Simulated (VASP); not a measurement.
Ti:

```
Ti
1.0
     2.98882    0.00000    0.00000
    -1.49441    2.58839    0.00000
     0.00000    0.00000    4.74159
Ti
2
Direct
  0.66667 0.33333 0.75000
  0.33333 0.66667 0.25000
```

This cell differs from its parent crystal: volume scaled by 1.04.

Base run:

| Property | Result |
| --- | --- |
| Program | VASP 6.6.1 |
| Functional | PBE |
| Potentials or basis | VASP PAW PBE potentials, release 64 (Ti_sv) |
| Cutoff | 520 eV |
| k mesh | 10 × 10 × 6 |
| Occupations | fermi-dirac, width 0.05 eV |
| Spin | no spin polarisation |

Its results: band gap on the k mesh zero (band 12 reaches 8.51 eV, above the bottom of band 13 at 7.52 eV); pressure -5.5 GPa.

**Question.** The run is repeated on the same cell with these changes: functional from PBE to PBEsol; further incar settings from ALGO = Fast; EDIFF = 1e-07; NBANDS = 19 to ALGO = Normal; EDIFF = 1e-06; NBANDS = 19. What comes out?

**Answer.** Band gap on the k mesh zero (band 12 reaches 8.39 eV, above the bottom of band 13 at 7.41 eV); pressure -9.4 GPa.

Caveats: the PAW data sets were made with another functional, which shifts forces and pressure a little (some runs).
